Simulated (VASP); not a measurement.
# Ir (Fm-3m) in VASP: a series of runs, part 2 of 2

VASP 6.6.1. Earlier steps stand in the parts before.

## Step 3: Single point, r2SCAN

This run uses another cell than the first one, of 12.93 Å³/atom, 1.045 times its volume.

POSCAR

```
Ir
1.0
    0.0000000000      1.8630911555      1.8630911555
    1.8630911555      0.0000000000      1.8630911555
    1.8630911555      1.8630911555      0.0000000000
Ir
1
Direct
    0.0000000000      0.0000000000      0.0000000000
```

INCAR.step1

```
SYSTEM = Ir
ALGO     = Normal         ! electronic algorithm
EDIFF    = 1E-4           ! SCF threshold, eV
ENCUT    = 520            ! plane-wave cutoff, eV
GGA      = PE             ! functional
ISMEAR   = 1              ! smearing method
LASPH    = .True.         ! aspherical terms in the spheres
LCHARG   = .False.        ! write CHGCAR
LREAL    = .False.        ! projectors in reciprocal space
LWAVE    = .True.         ! write WAVECAR
NBANDS   = 10             ! bands
NELM     = 100            ! most SCF steps
PREC     = Accurate       ! precision mode
SIGMA    = 0.15           ! smearing width, eV
```

INCAR.step2

```
SYSTEM = Ir
ALGO     = Normal         ! electronic algorithm
EDIFF    = 1E-7           ! SCF threshold, eV
ENCUT    = 520            ! plane-wave cutoff, eV
ISIF     = 2              ! what is computed and relaxed
ISMEAR   = 1              ! smearing method
ISTART   = 1            
LASPH    = .True.         ! aspherical terms in the spheres
LCHARG   = .True.         ! write CHGCAR
LELF     = .True.         ! ELF
LMIXTAU  = .True.       
LREAL    = .False.        ! projectors in reciprocal space
LVHAR    = .True.       
LWAVE    = .False.        ! write WAVECAR
METAGGA  = R2SCAN         ! meta-GGA
NBANDS   = 10             ! bands
NELM     = 100            ! most SCF steps
PREC     = Accurate       ! precision mode
SIGMA    = 0.15           ! smearing width, eV
```

KPOINTS

```
k-points
0
Gamma
  13 13 13
  0 0 0
```

Potentials or basis: VASP PAW PBE potentials, release 64 (Ir).

The run is started by

```sh
cat potpaw_PBE.64/Ir/POTCAR > POTCAR
cp INCAR.step1 INCAR
mpirun -np 1 vasp_std > vasp.out
cp INCAR.step2 INCAR
mpirun -np 1 vasp_std > vasp.out
```

OUTCAR:

```text
SYSTEM = Ir
   EDIFF = 1E-7
   ENCUT = 520
   ISIF = 2
   ISMEAR = 1
   ISTART = 1
   LASPH = .True.
   LREAL = .False.
   METAGGA = R2SCAN
   NELM = 100
   PREC = Accurate

 ion  position               nearest neighbor table
   1  0.000  0.000  0.000-

  LATTYP: Found a face centered cubic cell.
 ALAT       =     3.7261823110

  Lattice vectors:

 A1 = (   0.0000000000,   1.8630911555,   1.8630911555)
 A2 = (   1.8630911555,   0.0000000000,   1.8630911555)
 A3 = (   1.8630911555,   1.8630911555,   0.0000000000)

[... 482 lines left out ...]
      3       7.6506      2.00000
      4       8.1113      2.00000
      5      13.0165     -0.00000
      6      14.3538     -0.00000
      7      21.8307      0.00000
      8      28.4941      0.00000
      9      32.1664      0.00000
     10      33.6245      0.00000

 [... further k-points ...]
[... 5 lines left out ...]
  --------------------------------------------------------------------------------------
  -------------------------------------------------------------------------------------
  Total        3.9699441      3.9699441      3.9699441      0.0000000      0.0000000      0.0000000
  in kB      491.7707198    491.7707198    491.7707198      0.0000000      0.0000000      0.0000000
  external PRESSURE =     491.7707198 kB  Pullay stress =       0.0000000 kB

 VOLUME and BASIS-vectors are now :
 -----------------------------------------------------------------------------
  energy-cutoff  :      520.00
  volume of cell :       12.93
      direct lattice vectors                 reciprocal lattice vectors
     0.000000000  1.863091156  1.863091156    -0.268371195  0.268371195  0.268371195
     1.863091156  0.000000000  1.863091156     0.268371195 -0.268371195  0.268371195
     1.863091156  1.863091156  0.000000000     0.268371195  0.268371195 -0.268371195

 POSITION                                       TOTAL-FORCE (eV/Angst)
 -----------------------------------------------------------------------------------
      0.00000      0.00000      0.00000         0.000000      0.000000      0.000000
 -----------------------------------------------------------------------------------
    total drift:                                0.000000      0.000000     -0.000000

  FREE ENERGIE OF THE ION-ELECTRON SYSTEM (eV)
  ---------------------------------------------------
  free  energy   TOTEN  =       -52.1699260941 eV

  energy  without entropy=      -52.1690532674  energy(sigma->0) =      -52.16963515
```

OUTCAR.step1:

```text
SYSTEM = Ir
   EDIFF = 1E-4
   ENCUT = 520
   GGA = PE
   ISMEAR = 1
   LASPH = .True.
[... 529 lines left out ...]
 -----------------------------------------------------------------------------------
      0.00000      0.00000      0.00000         0.000000      0.000000     -0.000000
 -----------------------------------------------------------------------------------
    total drift:                                0.000000     -0.000000     -0.000000

  FREE ENERGIE OF THE ION-ELECTRON SYSTEM (eV)
  ---------------------------------------------------
  free  energy   TOTEN  =        -8.6005336224 eV

  energy  without entropy=       -8.6000846184  energy(sigma->0) =       -8.60038395
```

Run time: 25 s. Hardware: 1 thread of Intel Xeon 6975P-C, shared host; peak memory 0.14 GiB.

What came out:

```yaml
Free_energy: -52.1699 eV
Pressure: 49.2 GPa
```

Caveat: the PAW data sets were made with another functional, which shifts forces and pressure a little; spin-orbit coupling is left out, which moves the levels of the heavy elements.

## Step 4: Single point, r2SCAN

This run uses another cell than the first one, of 13.50 Å³/atom, 1.091 times its volume.

POSCAR

```
Ir
1.0
    0.0000000000      1.8897103398      1.8897103398
    1.8897103398      0.0000000000      1.8897103398
    1.8897103398      1.8897103398      0.0000000000
Ir
1
Direct
    0.0000000000      0.0000000000      0.0000000000
```

INCAR.step1

```
SYSTEM = Ir
PREC     = Accurate       ! precision mode
ENCUT    = 520            ! plane-wave cutoff, eV
ISMEAR   = 1              ! smearing method
SIGMA    = 0.15           ! smearing width, eV
LREAL    = .False.        ! projectors in reciprocal space
LASPH    = .True.         ! aspherical terms in the spheres
NELM     = 80             ! most SCF steps
NBANDS   = 10             ! bands
GGA      = PE             ! functional
ALGO     = Normal         ! electronic algorithm
EDIFF    = 1E-4           ! SCF threshold, eV
LWAVE    = .True.         ! write WAVECAR
LCHARG   = .False.        ! write CHGCAR
```

INCAR.step2

```
SYSTEM = Ir
PREC     = Accurate       ! precision mode
ENCUT    = 520            ! plane-wave cutoff, eV
EDIFF    = 1E-6           ! SCF threshold, eV
ISMEAR   = 1              ! smearing method
SIGMA    = 0.15           ! smearing width, eV
LREAL    = .False.        ! projectors in reciprocal space
LASPH    = .True.         ! aspherical terms in the spheres
NELM     = 80             ! most SCF steps
ALGO     = Normal         ! electronic algorithm
ISIF     = 2              ! what is computed and relaxed
LWAVE    = .False.        ! write WAVECAR
LCHARG   = .False.        ! write CHGCAR
METAGGA  = R2SCAN         ! meta-GGA
LMIXTAU  = .True.       
NBANDS   = 10             ! bands
ISTART   = 1
```

KPOINTS

```
Automatic mesh
0
Gamma
  13 13 13
  0 0 0
```

The run is started by

```sh
cat potpaw_PBE.64/Ir/POTCAR > POTCAR
cp INCAR.step1 INCAR
mpirun -np 1 vasp_std > vasp.out
cp INCAR.step2 INCAR
mpirun -np 1 vasp_std > vasp.out
```

Run time: 25 s. Hardware: 1 thread of Intel Xeon 6975P-C, shared host; peak memory 0.14 GiB.

It converged, with:

| Item | Value |
| --- | --- |
| Free energy | -52.2994 eV |
| Pressure | 25.5 GPa |

Levels at points of the mesh, in eV from the Fermi level:
```
           k point  band 2  band 3  band 4  band 5  band 6  band 7
(0.00, 0.00, 0.00)   -4.32   -4.32   -4.32   -1.39   -1.39   14.96
```

Caveat: the PAW data sets were made with another functional, which shifts forces and pressure a little; spin-orbit coupling is left out, which moves the levels of the heavy elements.

## Step 5: The runs side by side

| cell | gap on the mesh (eV) | pressure (GPa) |
| --- | --- | --- |
| a = 2.596 Å, angles 60.0°, 1 atom | none | 79.2 |
| a = 2.635 Å, angles 60.0°, 1 atom | none | 49.2 |
| a = 2.672 Å, angles 60.0°, 1 atom | none | 25.5 |

Alike in all rows: task single point; level r2SCAN; potentials or basis VASP PAW PBE potentials, release 64 (Ir); no spin polarisation; k mesh 13 × 13 × 13; cutoff (eV) 520; smearing methfessel-paxton 0.15 eV.

Caveats: the PAW data sets were made with another functional, which shifts forces and pressure a little; spin-orbit coupling is left out, which moves the levels of the heavy elements.

Total energies depend on the potentials used, so only differences within one code and one set of settings carry meaning.
